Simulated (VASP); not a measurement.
# Sb (R-3m) in VASP: notebook

Aim: see how the results for Sb move with the level of theory and the settings. Levels: BLYP, LDA. Tasks: single point.

All numbers are computed with VASP 6.6.1; they aren't measurements. Logs are shortened: lines on timing, memory, paths and dates and some standing lists are left out, and cuts for length are marked.

### Step 1. The cell of the first run

Symmetry: R-3m, No. 166, trigonal system. The conventional cell has a = 4.308 Å, b = 4.308 Å, c = 11.274 Å, α = 90.00°, β = 90.00°, γ = 120.00°. Sb (site symmetry 3m) has 6 Sb at 2.91 to 3.35 Å within 3.8 Å.

### Step 2. Single point, BLYP

INCAR

```
PREC     = Accurate       # precision mode
ENCUT    = 520            # plane-wave cutoff, eV
EDIFF    = 1E-6           # SCF threshold, eV
ISMEAR   = -1             # smearing method
SIGMA    = 0.1            # smearing width, eV
LREAL    = False          # projectors in reciprocal space
LASPH    = True           # aspherical terms in the spheres
NELM     = 80             # most SCF steps
ALGO     = Normal         # electronic algorithm
ISIF     = 2              # what is computed and relaxed
LWAVE    = False          # write WAVECAR
LCHARG   = True           # write CHGCAR
GGA      = B5             # functional
ALDAX    = 1.0          
AGGAX    = 1.0          
AGGAC    = 1.0          
ALDAC    = 0.0          
LELF     = True           # ELF
LVHAR    = True         
NBANDS   = 12             # bands
```

KPOINTS

```
Automatic mesh
0
Gamma
  9 9 9
```

POSCAR

```
Sb
1.0
    2.1542000000      1.2437279500      3.7580000000
   -2.1542000000      1.2437279500      3.7580000000
    0.0000000000     -2.4874559000      3.7580000000
Sb
2
Direct
    0.2334900000      0.2334900000      0.2334900000
    0.7665100000      0.7665100000      0.7665100000
```

Potentials or basis: VASP PAW PBE potentials, release 64 (Sb).

Launch:

```sh
$ cat potpaw_PBE.64/Sb/POTCAR > POTCAR
$ mpirun -np 1 vasp_std > vasp.out
```

OUTCAR:

```text
PREC = Accurate
   ENCUT = 520
   EDIFF = 1E-6
   ISMEAR = -1
   LREAL = False
   LASPH = True
   NELM = 80
   ISIF = 2
   GGA = B5

 ion  position               nearest neighbor table
   1  0.233  0.233  0.233-   2 2.91   2 2.91   2 2.91   2 3.35   2 3.35   2 3.35
   2  0.767  0.767  0.767-   1 2.91   1 2.91   1 2.91   1 3.35   1 3.35   1 3.35

  LATTYP: Found a trigonal (rhomboedric) cell.
 ALAT       =     4.5066618304
 COS(alpha) =     0.5430253623

  Lattice vectors:

 A1 = (   2.1542000000,   1.2437279500,   3.7580000000)
 A2 = (  -2.1542000000,   1.2437279500,   3.7580000000)
 A3 = (   0.0000000000,  -2.4874559000,   3.7580000000)

Analysis of symmetry for initial positions (statically):
=====================================================================
 Subroutine PRICEL returns:
 Original cell was already a primitive cell.

 Routine SETGRP: Setting up the symmetry group for a
 trigonal (rhombohedral) supercell.

 Subroutine GETGRP returns: Found 12 space group operations
 (whereof 12 operations were pure point group operations)
 out of a pool of 12 trial point group operations.

The static configuration has the point symmetry D_3d.

Analysis of symmetry for dynamics (positions and initial velocities):
=====================================================================
 Subroutine PRICEL returns:
 Original cell was already a primitive cell.

 Routine SETGRP: Setting up the symmetry group for a
 trigonal (rhombohedral) supercell.

 Subroutine GETGRP returns: Found 12 space group operations
 (whereof 12 operations were pure point group operations)
 out of a pool of 12 trial point group operations.

The dynamic configuration has the point symmetry D_3d.

 Subroutine INISYM returns: Found 12 space group operations
 (whereof 12 operations are pure point group operations),
 and found     1 'primitive' translations

----------------------------------------------------------------------------------------

                                     Primitive cell

  volume of cell :      60.4115

  direct lattice vectors                    reciprocal lattice vectors
     2.154200000  1.243727950  3.758000000     0.232104726  0.134005726  0.088699663
    -2.154200000  1.243727950  3.758000000    -0.232104726  0.134005726  0.088699663
     0.000000000 -2.487455900  3.758000000     0.000000000 -0.268011452  0.088699663

  length of vectors
     4.506661830  4.506661830  4.506661830     0.282307932  0.282307932  0.282307932

  position of ions in fractional coordinates (direct lattice)
     0.233490000  0.233490000  0.233490000
     0.766510000  0.766510000  0.766510000

  ion indices of the primitive-cell ions
   primitive index   ion index
                 1           1
                 2           2

----------------------------------------------------------------------------------------

 KPOINTS: Automatic mesh

Automatic generation of k-mesh.
 Grid dimensions read from file:
 generate k-points for:    9    9    9

 Generating k-lattice:

  Cartesian coordinates                     Fractional coordinates (reciprocal lattice)
     0.025789414  0.014889525  0.009855518     0.111111111 -0.000000000  0.000000000
    -0.025789414  0.014889525  0.009855518    -0.000000000  0.111111111  0.000000000
     0.000000000 -0.029779050  0.009855518     0.000000000  0.000000000  0.111111111

  Length of vectors
     0.031367548  0.031367548  0.031367548

  Shift w.r.t. Gamma in fractional coordinates (k-lattice)
     0.000000000  0.000000000  0.000000000

 Subroutine IBZKPT returns following result:
 ===========================================

 Found     85 irreducible k-points:

 Following reciprocal coordinates:
            Coordinates               Weight
  0.000000  0.000000  0.000000      1.000000
  0.111111  0.000000  0.000000      6.000000
  0.222222  0.000000  0.000000      6.000000
  0.333333  0.000000  0.000000      6.000000
  0.444444  0.000000  0.000000      6.000000
  0.111111  0.111111 -0.000000      6.000000
[... 16 lines left out ...]
 -0.333333  0.333333  0.000000      6.000000
  0.444444  0.444444  0.000000      6.000000
 [... further k-points ...]
   k-points           NKPTS =     85   k-points in BZ     NKDIM =     85   number of bands    NBANDS=     12
   number of dos      NEDOS =    301   number of ions     NIONS =      2
   total plane-waves  NPLWV =  46656
   dimension x,y,z NGX =    36 NGY =   36 NGZ =   36
   dimension x,y,z NGXF=    72 NGYF=   72 NGZF=   72
   ions per type =               2
   NGX,Y,Z   is equivalent  to a cutoff of  13.28, 13.28, 13.28 a.u.
   NGXF,Y,Z  is equivalent  to a cutoff of  26.56, 26.56, 26.56 a.u.
 SYSTEM =  unknown system
   PREC   = accura    normal or accurate (medium, high low for compatibility)
   ISTART =      0    job   : 0-new  1-cont  2-samecut
   ICHARG =      2    charge: 1-file 2-atom 10-const
   ISPIN  =      1    spin polarized calculation?
   LNONCOLLINEAR =      F non collinear calculations
   LSORBIT =      F    spin-orbit coupling
   LASPH  =      T    aspherical Exc in radial PAW
   ENCUT  =  520.0 eV  38.22 Ry    6.18 a.u.   8.38  8.38  8.38*2*pi/ulx,y,z
   NELM   =     80;   NELMIN=  2; NELMDL= -5     # of ELM steps
   EDIFF  = 0.1E-05   stopping-criterion for ELM
   LREAL  =      F    real-space projection
   EDIFFG = 0.1E-04   stopping-criterion for IOM
   NSW    =      0    number of steps for IOM
   IBRION =     -1    ionic relax: 0-MD 1-quasi-New 2-CG
   NFREE  =      0    steps in history (QN), initial steepest desc. (CG)
   ISIF   =      2    stress and relaxation
   ISYM   =      2    0-nonsym 1-usesym 2-fastsym
   POTIM  = 0.5000    time-step for ionic-motion
   TEBEG  =    0.0;   TEEND  =   0.0 temperature during run
   PSTRESS=    0.0 pullay stress
   NELECT =      10.0000    total number of electrons
   NUPDOWN=      -1.0000    fix difference up-down
   EMIN   =  10.00;   EMAX   =-10.00  energy-range for DOS
   EFERMI =   0.00;   METHOD = LEGACY
   ISMEAR =    -1;   SIGMA  =   0.10  broadening in eV -4-tet -1-fermi 0-gaus
   EFERMI_NEDOS =   21; number of points for ismear=-14 and -15
   IALGO  =     38    algorithm
   IMIX   =      4    mixing-type and parameters
     AMIX     =   0.40;   BMIX     =  1.00
     AMIX_MAG =   1.60;   BMIX_MAG =  1.00
  volume/ion in A,a.u.               =      30.21       203.84
  Fermi-wavevector in a.u.,A,eV,Ry     =   0.898880  1.698637 10.993305  0.807985
  Thomas-Fermi vector in A             =   2.021644
   LORBIT       =      0    0 simple, 1 ext, 2 COOP (PROOUT), +10 PAW based schemes
   GGA     = B5    functional components
   LHFCALC =     F    Hartree Fock is set to
   AEXX    =    0.0000 exact exchange contribution
   IVDW    =     0    specifies the selected vdW correction
   LEPSILON=     F    determine dielectric tensor
   LRPA    =     F    only Hartree local field effects (RPA)
 non-spin polarized calculation
  energy-cutoff  :      520.00
  volume of cell :       60.41
 maximum number of plane-waves:      1643
 NGX is ok and might be reduce to    36
   NGX = 17   NGY = 17   NGZ = 17

 number of electron      10.0000000 magnetization

 Free energy of the ion-electron system (eV)
  ---------------------------------------------------
  ext. energy  EPLUGINS =         0.00000000
  ---------------------------------------------------
  free energy    TOTEN  =        -6.69133338 eV

  energy without entropy =       -6.68260154  energy(sigma->0) =       -6.68696746

 E-fermi :   7.7574     XC(G=0):  -8.8632

 val. band max:        7.6810239842   @ k =   0.3333   0.2222   0.2222
 cond. band min:       7.8222672656   @ k =   0.4444   0.0000   0.0000
 fundamental gap:      0.1412432814
 Fermi energy:         7.7573736519

 k-point     1 :       0.0000    0.0000    0.0000
  band No.  band energies     occupation
      1      -4.9757      2.00000
      2       2.8252      2.00000
      3       5.6742      2.00000
      4       5.9190      2.00000
      5       5.9190      2.00000
      6       9.8366      0.00000
      7      10.4173      0.00000
      8      10.4173      0.00000
      9      13.0587      0.00000
     10      13.0587      0.00000
     11      13.2070      0.00000
     12      14.7878      0.00000

 k-point     2 :       0.1111    0.0000    0.0000
  band No.  band energies     occupation
      1      -4.8406      2.00000
      2       2.2497      2.00000
      3       5.7146      2.00000
      4       5.8908      2.00000
      5       6.1461      2.00000
      6       9.7510      0.00000
      7      10.0856      0.00000
      8      10.1061      0.00000
      9      12.6308      0.00000
     10      13.0096      0.00000
     11      13.1202      0.00000
     12      15.5542      0.00000

 k-point     3 :       0.2222    0.0000    0.0000
  band No.  band energies     occupation
      1      -4.4386      2.00000
      2       1.0246      2.00000
      3       5.7349      2.00000
      4       5.8361      2.00000
      5       6.5732      1.99999
      6       9.2196      0.00000
      7       9.3709      0.00000
      8       9.4045      0.00000
      9      12.7703      0.00000
     10      13.2906      0.00000
     11      13.7305      0.00000
     12      17.1752      0.00000
[... 286 lines left out ...]
 k-point    23 :      -0.3333    0.3333    0.0000
  band No.  band energies     occupation
      1      -1.9676      2.00000
      2      -1.8044      2.00000
      3       2.7713      2.00000
      4       4.9620      2.00000
      5       5.2339      2.00000
      6       9.9011      0.00000
      7      10.2638      0.00000
      8      13.0865      0.00000
      9      13.1415      0.00000
     10      14.4966      0.00000
     11      15.7591      0.00000
     12      17.9616      0.00000

 k-point    24 :       0.4444    0.4444    0.0000
  band No.  band energies     occupation
      1      -2.7992      2.00000
      2      -0.2199      2.00000
      3       2.5677      2.00000
      4       4.0975      2.00000
      5       4.1515      2.00000
      6       9.5764      0.00000
      7      12.5095      0.00000
      8      13.1705      0.00000
      9      14.1015      0.00000
     10      16.4368      0.00000
     11      17.6940      0.00000
     12      18.6758      0.00000

 [... further k-points ...]
[... 5 lines left out ...]
  --------------------------------------------------------------------------------------
  -------------------------------------------------------------------------------------
  Total        2.7793634      2.7793634      2.6150243      0.0000000      0.0000000      0.0000000
  in kB       73.7117088     73.7117088     69.3532572      0.0000000      0.0000000      0.0000000
  external PRESSURE =      72.2588916 kB  Pullay stress =       0.0000000 kB

 VOLUME and BASIS-vectors are now :
 -----------------------------------------------------------------------------
  energy-cutoff  :      520.00
  volume of cell :       60.41
      direct lattice vectors                 reciprocal lattice vectors
     2.154200000  1.243727950  3.758000000     0.232104726  0.134005726  0.088699663
    -2.154200000  1.243727950  3.758000000    -0.232104726  0.134005726  0.088699663
     0.000000000 -2.487455900  3.758000000     0.000000000 -0.268011452  0.088699663

 POSITION                                       TOTAL-FORCE (eV/Angst)
 -----------------------------------------------------------------------------------
      0.00000      0.00000      2.63237         0.000000      0.000000      0.239106
      0.00000      0.00000      8.64163         0.000000     -0.000000     -0.239106
 -----------------------------------------------------------------------------------
    total drift:                                0.000000     -0.000000     -0.000000

  FREE ENERGIE OF THE ION-ELECTRON SYSTEM (eV)
  ---------------------------------------------------
  free  energy   TOTEN  =        -6.6913333782 eV

  energy  without entropy=       -6.6826015430  energy(sigma->0) =       -6.68696746
```

Run time: 2.4 min. Hardware: 1 thread of Intel Xeon 8259CL, shared host; peak memory 0.22 GiB.

Results:

* Free energy: -6.6913 eV
* Pressure: 7.2 GPa
* Largest force: 0.239 eV/Å
* Band gap on the k mesh: 0.14 eV, indirect (least direct gap 0.52 eV)

Forces in eV/Å, atoms in the order of the input:
```
Sb   0.000  0.000  0.239
Sb   0.000  0.000 -0.239
```

Levels at points of the mesh, in eV from the valence-band top:
| k point | band 2 | band 3 | band 4 | band 5 | band 6 | band 7 | band 8 | band 9 |
| --- | --- | --- | --- | --- | --- | --- | --- | --- |
| (0.00, 0.00, 0.00) | -4.86 | -2.01 | -1.76 | -1.76 | 2.16 | 2.74 | 2.74 | 5.38 |

Caveat: the PAW data sets were made with another functional, which shifts forces and pressure a little; spin-orbit coupling is left out, which moves the levels of the heavy elements.

### Step 3. Single point, LDA

INCAR

```
SYSTEM = Sb
ALGO = Normal ; EDIFF = 1E-6
ENCUT = 520 ; GGA = CA
ISIF = 2 ; ISMEAR = -1
LASPH = .True. ; LCHARG = .False.
LREAL = .False. ; LWAVE = .False.
NBANDS = 12 ; NELM = 80
PREC = Accurate ; SIGMA = 0.1
```

KPOINTS

```
k-points
0
Gamma
  9 9 9
  0 0 0
```

POSCAR is that of step 2.

Potentials or basis: VASP PAW LDA potentials, release 64 (Sb).

Launch:

```sh
$ cat potpaw_LDA.64/Sb/POTCAR > POTCAR
$ mpirun -np 1 vasp_std > vasp.out
```

It took 75 s on 1 thread of Intel Xeon 8259CL, shared host; peak memory 0.19 GiB.

It converged, with:

```yaml
Free_energy: -9.6270 eV
Pressure: -0.9 GPa
Largest_force: 0.114 eV/Å
Band_gap_on_the_k_mesh: 0.10 eV, indirect (least direct gap 0.49 eV)
```

Forces in eV/Å, atoms in the order of the input:
```
Sb   0.000  0.000  0.114
Sb   0.000  0.000 -0.114
```

Stress tensor (GPa, compression positive):
```
-0.77  0.00  0.00
 0.00 -0.77  0.00
 0.00  0.00 -1.18
```

Levels at points of the mesh, in eV from the valence-band top:
```tsv
k point	band 2	band 3	band 4	band 5	band 6	band 7	band 8	band 9
(0.00, 0.00, 0.00)	-4.79	-1.95	-1.69	-1.69	2.14	2.77	2.77	5.18
```

Caveat: spin-orbit coupling is left out, which moves the levels of the heavy elements.
